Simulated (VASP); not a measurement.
A run of VASP 6.6.1 is set up as follows.

File INCAR:

```
PREC     = Accurate       # precision mode
ENCUT    = 520            # plane-wave cutoff, eV
EDIFF    = 1E-7           # SCF threshold, eV
ISMEAR   = 0              # smearing method
SIGMA    = 0.15           # smearing width, eV
LREAL    = F              # projectors in reciprocal space
LASPH    = T              # aspherical terms in the spheres
NELM     = 100            # most SCF steps
ALGO     = Normal         # electronic algorithm
ISIF     = 2              # what is computed and relaxed
LWAVE    = F              # write WAVECAR
LCHARG   = F              # write CHGCAR
GGA      = PE             # functional
NBANDS   = 15             # bands
```

File KPOINTS:

```
Automatic mesh
0
Gamma
  18 18 18
```

Contents of POSCAR:

```
TaN
1.0
    0.0000000000      2.1308283279      2.3626801149
    2.1308283279      0.0000000000      2.3626801149
    2.1308283279      2.1308283279      0.0000000000
Ta N
1 1
Direct
    0.4984171920      0.5015828080      0.5015828080
    0.0204473300     -0.0204473300     -0.0204473300
```

Potentials or basis: VASP PAW PBE potentials, release 64 (Ta_pv, N).

The run is started by

```bash
$ cat potpaw_PBE.64/Ta_pv/POTCAR potpaw_PBE.64/N/POTCAR > POTCAR
$ mpirun -np 1 vasp_std > vasp.out
```

Question: What does it give for the pressure?

Answer: 12.8 GPa.

Question: What does it give for the band gap on the k mesh?

Answer: Zero (bands 8 and 9 overlap by 3.47 eV).

Question: Predict the largest force.

Answer: 1.282 eV/Å.

Forces in eV/Å, atoms in the order of the input:
```
Ta  -1.282  0.000  0.000
N    1.282  0.000  0.000
```

Caveat: the cell differs from its parent crystal (atoms displaced along a vibrational mode, the cell strained); the cell stands under pressure; spin-orbit coupling is left out, which moves the levels of the heavy elements; forces of over 1 eV/Å act on the atoms, so gaps and moduli don't describe the material at rest.
